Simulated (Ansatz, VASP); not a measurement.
MnO in VASP and in Ansatz

File INCAR:

```
ALGO = Normal
EDIFF = 1E-7
ENCUT = 520
GGA = PE
ISIF = 2
ISMEAR = -1
ISPIN = 2
LASPH = T
LCHARG = F
LDAU = T
LDAUJ = 0 0
LDAUL = 2 -1
LDAUPRINT = 1
LDAUTYPE = 2
LDAUU = 1.5 0
LMAXMIX = 4
LORBIT = 11
LREAL = F
LWAVE = F
MAGMOM = 2.8 0
NBANDS = 20
NELM = 150
PREC = Accurate
SIGMA = 0.15
```

Contents of KPOINTS:

```
k-points
0
Gamma
  13 13 13
```

POSCAR

```
MnO
1.0
    0.0000000000      2.2230000000      2.2230000000
    2.2230000000      0.0000000000      2.2230000000
    2.2230000000      2.2230000000      0.0000000000
Mn O
1 1
Direct
    0.0000000000      0.0000000000      0.0000000000
    0.5000000000      0.5000000000      0.5000000000
```

Input for Ansatz:

```yaml
crystal:
  lattice:
    - [0.0, 2.223, 2.223]
    - [2.223, 0.0, 2.223]
    - [2.223, 2.223, 0.0]
  atoms:
    - { symbol: Mn, position: [0.0, 0.0, 0.0], spin: 2.8 }
    - { symbol: O, position: [0.5, 0.5, 0.5], spin: 0.0 }
basis:
  ecutwfc: 435.382179935808
kpoints:
  mp_grid:
    grid: [13, 13, 13]
hamiltonian:
  xc: pbe
  hubbard:
    - { species: Mn, l: d, u_eff: 1.5 }
magnetization:
  spin_polarized: true
scf:
  occupations:
    method: fermi_dirac
    width: 0.15
output:
  eigenvalues: true
```

Alike in both runs: task single point; functional PBE; k mesh 13 × 13 × 13; occupations fermi-dirac, width 0.15 eV; collinear spin; Hubbard terms Mn d U = 1.5 eV.

```csv
,VASP,Ansatz
version,VASP 6.6.1,Ansatz 0.2.0
potentials or method,"VASP PAW PBE potentials, release 64 (Mn_pv, O), cutoff 520 eV","plane waves, PAW"
valence electrons in the cell,19,21
```

|  | VASP | Ansatz | Ansatz less VASP |
| --- | --- | --- | --- |
| gap on the k mesh at the Fermi level (eV) | none | none | - |
| net moment per atom (μB) | 2.48 | 2.48 | +0.006 |
| size of the moment on the site where the two differ most (μB) | 4.51 | 4.21 | -0.307 |

Site moments also hang on the region over which each program counts them. The programs project onto different local orbitals, so the same U acts differently, and such runs can settle in different states. A gap of «none» marks a metal or a gap that the smearing closes. VASP's potentials hold 19 valence electrons a cell and Ansatz's 21, so a difference there can come from the potentials and not from the codes. Ansatz's warnings: filled band counts differ across k points.
